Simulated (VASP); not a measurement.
# Pt in VASP: single point with PBE

Aim: the single point of Pt with PBE.

Program: VASP 6.6.1. These are calculated values, not measurements. Logs are shortened: lines on timing, memory, paths and dates and some standing lists are left out, and cuts for length are marked.

## Step 1: The cell of the first run

The cell holds a wire or tube with vacuum around it, 2 atoms: a = 11.300 Å, b = 9.300 Å, c = 2.678 Å, α = 90.00°, β = 90.00°, γ = 90.00°.

## Step 2: Single point, PBE, collinear spin

Contents of INCAR:

```
ALGO     = Normal         # electronic algorithm
EDIFF    = 1E-6           # SCF threshold, eV
ENCUT    = 520            # plane-wave cutoff, eV
GGA      = PE             # functional
ISIF     = 2              # what is computed and relaxed
ISMEAR   = 0              # smearing method
ISPIN    = 2              # spin polarisation
LASPH    = T              # aspherical terms in the spheres
LCHARG   = F              # write CHGCAR
LMAXMIX  = 4              # l up to which the mixer works
LORBIT   = 11             # projections on sites
LREAL    = F              # projectors in reciprocal space
LWAVE    = F              # write WAVECAR
MAGMOM   = 1.5 1.5        # initial moments
NBANDS   = 21             # bands
NELM     = 150            # most SCF steps
PREC     = Accurate       # precision mode
SIGMA    = 0.05           # smearing width, eV
```

Contents of KPOINTS:

```
k-points
0
Gamma
  1 1 24
```

Contents of POSCAR:

```
Pt
1.0
   11.3000000000      0.0000000000      0.0000000000
    0.0000000000      9.3000000000      0.0000000000
    0.0000000000      0.0000000000      2.6781589555
Pt
2
Direct
    0.3993845776      0.5000000000      0.0000000000
    0.6006154224      0.5000000000      0.5000000000
```

Potentials or basis: VASP PAW PBE potentials, release 64 (Pt).

The run is started by

```bash
cat potpaw_PBE.64/Pt/POTCAR > POTCAR
mpirun -np 1 vasp_std > vasp.out
```

OUTCAR:

```text
EDIFF = 1E-6
   ENCUT = 520
   GGA = PE
   ISIF = 2
   ISMEAR = 0
   ISPIN = 2
   LASPH = T
   LORBIT = 11
   LREAL = F
   NELM = 150
   PREC = Accurate

 ion  position               nearest neighbor table
   1  0.399  0.500  0.000-   2 2.64   2 2.64
   2  0.601  0.500  0.500-   1 2.64   1 2.64

  LATTYP: Found a simple orthorhombic cell.
 ALAT       =     2.6781589555
 B/A-ratio  =     3.4725347354
 C/A-ratio  =     4.2193163990

  Lattice vectors:

 A1 = (   0.0000000000,   0.0000000000,  -2.6781589555)
 A2 = (   0.0000000000,   9.3000000000,   0.0000000000)
 A3 = (  11.3000000000,   0.0000000000,   0.0000000000)

Analysis of symmetry for initial positions (statically):
=====================================================================
 Subroutine PRICEL returns:
 Original cell was already a primitive cell.

 Routine SETGRP: Setting up the symmetry group for a
 simple orthorhombic supercell.

 Subroutine GETGRP returns: Found  8 space group operations
 (whereof  4 operations were pure point group operations)
 out of a pool of  8 trial point group operations.

The static configuration has the point symmetry C_2v.
 The point group associated with its full space group is D_2h.

Analysis of symmetry for dynamics (positions and initial velocities):
=====================================================================
 Subroutine PRICEL returns:
 Original cell was already a primitive cell.

 Routine SETGRP: Setting up the symmetry group for a
 simple orthorhombic supercell.

 Subroutine GETGRP returns: Found  8 space group operations
 (whereof  4 operations were pure point group operations)
 out of a pool of  8 trial point group operations.

The dynamic configuration has the point symmetry C_2v.
 The point group associated with its full space group is D_2h.

Analysis of structural, dynamic, and magnetic symmetry:
=====================================================================
 Subroutine PRICEL returns:
 Original cell was already a primitive cell.

 Routine SETGRP: Setting up the symmetry group for a
 simple orthorhombic supercell.

 Subroutine GETGRP returns: Found  8 space group operations
 (whereof  4 operations were pure point group operations)
 out of a pool of  8 trial point group operations.

The overall configuration has the point symmetry C_2v.
 The point group associated with its full space group is D_2h.

 Subroutine INISYM returns: Found  8 space group operations
 (whereof  4 operations are pure point group operations),
 and found     1 'primitive' translations

----------------------------------------------------------------------------------------

                                     Primitive cell

  volume of cell :     281.4477

  direct lattice vectors                    reciprocal lattice vectors
    11.300000000  0.000000000  0.000000000     0.088495575  0.000000000  0.000000000
     0.000000000  9.300000000  0.000000000     0.000000000  0.107526882  0.000000000
     0.000000000  0.000000000  2.678158955     0.000000000  0.000000000  0.373390832

  length of vectors
    11.300000000  9.300000000  2.678158955     0.088495575  0.107526882  0.373390832

  position of ions in fractional coordinates (direct lattice)
     0.399384578  0.500000000  0.000000000
     0.600615422  0.500000000  0.500000000

  ion indices of the primitive-cell ions
   primitive index   ion index
                 1           1
                 2           2

----------------------------------------------------------------------------------------

 KPOINTS: k-points

Automatic generation of k-mesh.
 Grid dimensions read from file:
 generate k-points for:    1    1   24

 Generating k-lattice:

  Cartesian coordinates                     Fractional coordinates (reciprocal lattice)
     0.088495575  0.000000000  0.000000000     1.000000000  0.000000000  0.000000000
     0.000000000  0.107526882  0.000000000     0.000000000  1.000000000  0.000000000
     0.000000000  0.000000000  0.015557951     0.000000000  0.000000000  0.041666667

  Length of vectors
     0.088495575  0.107526882  0.015557951

  Shift w.r.t. Gamma in fractional coordinates (k-lattice)
     0.000000000  0.000000000  0.000000000

 Subroutine IBZKPT returns following result:
 ===========================================

 Found     13 irreducible k-points:

 Following reciprocal coordinates:
            Coordinates               Weight
  0.000000  0.000000  0.000000      1.000000
  0.000000  0.000000  0.041667      2.000000
  0.000000  0.000000  0.083333      2.000000
  0.000000  0.000000  0.125000      2.000000
  0.000000  0.000000  0.166667      2.000000
  0.000000  0.000000  0.208333      2.000000
  0.000000  0.000000  0.250000      2.000000
  0.000000  0.000000  0.291667      2.000000
  0.000000  0.000000  0.333333      2.000000
  0.000000  0.000000  0.375000      2.000000
  0.000000  0.000000  0.416667      2.000000
  0.000000  0.000000  0.458333      2.000000
  0.000000  0.000000  0.500000      1.000000
   k-points           NKPTS =     13   k-points in BZ     NKDIM =     13   number of bands    NBANDS=     21
   number of dos      NEDOS =    301   number of ions     NIONS =      2
   total plane-waves  NPLWV = 117600
   dimension x,y,z NGX =    84 NGY =   70 NGZ =   20
   dimension x,y,z NGXF=   168 NGYF=  140 NGZF=   40
   ions per type =               2
   NGX,Y,Z   is equivalent  to a cutoff of  12.36, 12.51, 12.41 a.u.
   NGXF,Y,Z  is equivalent  to a cutoff of  24.72, 25.03, 24.83 a.u.
 SYSTEM =  unknown system
   PREC   = accura    normal or accurate (medium, high low for compatibility)
   ISTART =      0    job   : 0-new  1-cont  2-samecut
   ICHARG =      2    charge: 1-file 2-atom 10-const
   ISPIN  =      2    spin polarized calculation?
   LNONCOLLINEAR =      F non collinear calculations
   LSORBIT =      F    spin-orbit coupling
   LASPH  =      T    aspherical Exc in radial PAW
   ENCUT  =  520.0 eV  38.22 Ry    6.18 a.u.  21.01 17.29  4.98*2*pi/ulx,y,z
   NELM   =    150;   NELMIN=  2; NELMDL= -5     # of ELM steps
   EDIFF  = 0.1E-05   stopping-criterion for ELM
   LREAL  =      F    real-space projection
   EDIFFG = 0.1E-04   stopping-criterion for IOM
   NSW    =      0    number of steps for IOM
   IBRION =     -1    ionic relax: 0-MD 1-quasi-New 2-CG
   NFREE  =      0    steps in history (QN), initial steepest desc. (CG)
   ISIF   =      2    stress and relaxation
   ISYM   =      2    0-nonsym 1-usesym 2-fastsym
   POTIM  = 0.5000    time-step for ionic-motion
   TEBEG  =    0.0;   TEEND  =   0.0 temperature during run
   PSTRESS=    0.0 pullay stress
   NELECT =      20.0000    total number of electrons
   NUPDOWN=      -1.0000    fix difference up-down
   EMIN   =  10.00;   EMAX   =-10.00  energy-range for DOS
   EFERMI =   0.00;   METHOD = LEGACY
   ISMEAR =     0;   SIGMA  =   0.05  broadening in eV -4-tet -1-fermi 0-gaus
   EFERMI_NEDOS =   21; number of points for ismear=-14 and -15
   IALGO  =     38    algorithm
   IMIX   =      4    mixing-type and parameters
     AMIX     =   0.40;   BMIX     =  1.00
     AMIX_MAG =   1.60;   BMIX_MAG =  1.00
  volume/ion in A,a.u.               =     140.72       949.65
  Fermi-wavevector in a.u.,A,eV,Ry     =   0.678087  1.281399  6.255990  0.459802
  Thomas-Fermi vector in A             =   1.755887
   LORBIT       =     11    0 simple, 1 ext, 2 COOP (PROOUT), +10 PAW based schemes
   GGA     = PE    functional components
   LHFCALC =     F    Hartree Fock is set to
   AEXX    =    0.0000 exact exchange contribution
   IVDW    =     0    specifies the selected vdW correction
   LEPSILON=     F    determine dielectric tensor
   LRPA    =     F    only Hartree local field effects (RPA)
 spin polarized calculation
 Gauss-broadening in eV      SIGMA  =   0.05
  energy-cutoff  :      520.00
  volume of cell :      281.45
 maximum number of plane-waves:      7626
   NGX = 43   NGY = 35   NGZ =  9

 number of electron      20.0000003 magnetization       0.9600515

 Free energy of the ion-electron system (eV)
  ---------------------------------------------------
  ext. energy  EPLUGINS =         0.00000000
  ---------------------------------------------------
  free energy    TOTEN  =        -8.10600980 eV

  energy without entropy =       -8.09734991  energy(sigma->0) =       -8.10167986

 E-fermi :  -3.9887     XC(G=0):  -2.8932

 val. band max:       -3.9909253791   @ k =   0.0000   0.0000   0.2500
 cond. band min:      -3.9704723255   @ k =   0.0000   0.0000   0.2083
 fundamental gap:      0.0204530535
 Fermi energy:        -3.9886972181

 spin component 1

 k-point     1 :       0.0000    0.0000    0.0000
  band No.  band energies     occupation
      1      -9.6737      1.00000
      2      -9.1880      1.00000
      3      -6.6915      1.00000
      4      -6.5641      1.00000
      5      -5.6351      1.00000
      6      -5.5696      1.00000
[... 13 lines left out ...]
     20       3.5281      0.00000
     21       3.7542      0.00000
[... 265 lines left out ...]
 k-point    13 :       0.0000    0.0000    0.5000
  band No.  band energies     occupation
      1      -8.2486      1.00000
      2      -8.2486      1.00000
      3      -6.9762      1.00000
      4      -6.9762      1.00000
      5      -4.7830      1.00000
      6      -4.7830      1.00000
[... 13 lines left out ...]
     20       6.9309      0.00000
     21       7.2734      0.00000
 Fermi energy:        -3.9886972181

 spin component 2

 k-point     1 :       0.0000    0.0000    0.0000
  band No.  band energies     occupation
      1      -9.5506      1.00000
      2      -8.9848      1.00000
      3      -6.4326      1.00000
      4      -6.2831      1.00000
      5      -5.4030      1.00000
      6      -5.4020      1.00000
[... 13 lines left out ...]
     20       3.5848      0.00000
     21       3.8600      0.00000
[... 265 lines left out ...]
 k-point    13 :       0.0000    0.0000    0.5000
  band No.  band energies     occupation
      1      -8.0558      1.00000
      2      -8.0558      1.00000
      3      -6.6392      1.00000
      4      -6.6392      1.00000
      5      -4.4394      1.00000
      6      -4.4394      1.00000
[... 13 lines left out ...]
     20       6.9632      0.00000
     21       7.3450      0.00000

------------------------ aborting loop because EDIFF is reached ----------------------------------------

  FORCE on cell =-STRESS in cart. coord.  units (eV):
  Direction    XX          YY          ZZ          XY          YZ          ZX
  --------------------------------------------------------------------------------------
  -------------------------------------------------------------------------------------
  Total       -1.6885405     -0.0359794     -6.1812735      0.0000000      0.0000000      0.0000000
  in kB       -9.6122339     -0.2048175    -35.1876934      0.0000000      0.0000000      0.0000000
  external PRESSURE =     -15.0015816 kB  Pullay stress =       0.0000000 kB

 VOLUME and BASIS-vectors are now :
 -----------------------------------------------------------------------------
  energy-cutoff  :      520.00
  volume of cell :      281.45
      direct lattice vectors                 reciprocal lattice vectors
    11.300000000  0.000000000  0.000000000     0.088495575  0.000000000  0.000000000
     0.000000000  9.300000000  0.000000000     0.000000000  0.107526882  0.000000000
     0.000000000  0.000000000  2.678158955     0.000000000  0.000000000  0.373390832

 POSITION                                       TOTAL-FORCE (eV/Angst)
 -----------------------------------------------------------------------------------
      4.51305      4.65000      0.00000         0.731041      0.000000      0.000000
      6.78695      4.65000      1.33908        -0.731041      0.000000      0.000000
 -----------------------------------------------------------------------------------
    total drift:                                0.000000      0.000000      0.000000

  FREE ENERGIE OF THE ION-ELECTRON SYSTEM (eV)
  ---------------------------------------------------
  free  energy   TOTEN  =        -8.1060097974 eV

  energy  without entropy=       -8.0973499132  energy(sigma->0) =       -8.10167986

 total charge

# of ion       s       p       d       tot
------------------------------------------
    1        0.663   0.264   8.021   8.949
    2        0.663   0.264   8.021   8.949
--------------------------------------------------
tot          1.327   0.529  16.042  17.898

 magnetization (x)

# of ion       s       p       d       tot
------------------------------------------
    1        0.021   0.007   0.408   0.437
    2        0.021   0.007   0.408   0.437
--------------------------------------------------
tot          0.043   0.015   0.817   0.874
```

Run time: 1.9 min. Hardware: 1 thread of AMD EPYC 9R45 (Zen 5), shared host; peak memory 0.43 GiB.

Results:

* Free energy: -8.1060 eV
* Largest force: 0.731 eV/Å
* Net moment: 0.96 μB per cell
* Site moments: Pt +0.44 μB
* Valence electrons inside the program's atomic spheres: Pt 8.95

Forces on the atoms (eV/Å):
```
Pt   0.731  0.000  0.000
Pt  -0.731  0.000  0.000
```

Caveat: spin-orbit coupling is left out, which moves the levels of the heavy elements.
